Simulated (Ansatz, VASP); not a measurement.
## Ge: VASP beside Ansatz

INCAR

```
SYSTEM = Ge
PREC     = Accurate       ! precision mode
ENCUT    = 520            ! plane-wave cutoff, eV
EDIFF    = 1E-6           ! SCF threshold, eV
ISMEAR   = -1             ! smearing method
SIGMA    = 0.05           ! smearing width, eV
LREAL    = .FALSE.        ! projectors in reciprocal space
LASPH    = .TRUE.         ! aspherical terms in the spheres
NELM     = 100            ! most SCF steps
ALGO     = Normal         ! electronic algorithm
ISIF     = 2              ! what is computed and relaxed
LWAVE    = .FALSE.        ! write WAVECAR
LCHARG   = .TRUE.         ! write CHGCAR
GGA      = PE             ! functional
LELF     = .TRUE.         ! ELF
LVHAR    = .TRUE.       
NBANDS   = 21             ! bands
```

The input KPOINTS:

```
regular mesh
0
G
  10 10 10
  0 0 0
```

Contents of POSCAR:

```
Ge
1.0
   -0.0565754000      2.8004823000      2.8004823000
    2.8004823000     -0.0565754000      2.8004823000
    2.8004823000      2.8004823000     -0.0565754000
Ge
2
Direct
    0.5000000000      0.5000000000      0.5000000000
    0.7500000000      0.7500000000      0.7500000000
```

Input for Ansatz:

```yaml
crystal:
  lattice:
    - [-0.0565754, 2.8004823, 2.8004823]
    - [2.8004823, -0.0565754, 2.8004823]
    - [2.8004823, 2.8004823, -0.0565754]
  atoms:
    - { symbol: Ge, position: [0.5, 0.5, 0.5] }
    - { symbol: Ge, position: [0.75, 0.75, 0.75] }
kpoints:
  mp_grid: { grid: [10, 10, 10] }
  band_path:
    path:
      - [0.0, 0.0, 0.0]
      - [0.5, 0.5, 0.5]
      - [0.2551801333, 0.5, 0.7448198667]
      - [-0.2551801333, 0.2551801333, 0.5]
      - [0.0, 0.0, 0.5]
      - [0.0, 0.0, 0.0]
      - [-0.3775900666, 0.0, 0.3775900666]
      - [0.0, 0.3775900666, 0.6224099334]
      - [0.0, 0.5, 0.5]
    npoints: 5
scf:
  occupations: { method: fermi_dirac, width: 0.05 }
hamiltonian:
  xc: pbe
  pseudopotentials: { kind: all_electron, lapw: { basis_error: 0.00025 } }
output:
  forces: true
  stress: true
  eigenvalues: true
```

Change from the starting cell: equal xy, yz and zx shear strains of -2 %.

Alike in both runs: task single point; functional PBE; k mesh 10 × 10 × 10; occupations fermi-dirac, width 0.05 eV; no spin polarisation.

|  | VASP | Ansatz |
| --- | --- | --- |
| version | VASP 6.6.1 | Ansatz 0.2.0 |
| potentials or method | VASP PAW PBE potentials, release 64 (Ge_d), cutoff 520 eV | all-electron LAPW, scalar-relativistic |

|  | VASP | Ansatz | Ansatz less VASP |
| --- | --- | --- | --- |
| pressure (GPa) | 3.8 | 3.8 | +0.04 |
| traceless stress, the component that is largest in VASP (GPa) | 1.78 | 1.78 | -0.002 |
| rms of the force components (eV/Å) | 0.208 | 0.208 | +0.0007 |

Atom by atom the forces differ by 0.001 eV/Å (rms over components). Ansatz ran all-electron here, and VASP with PAW potentials.
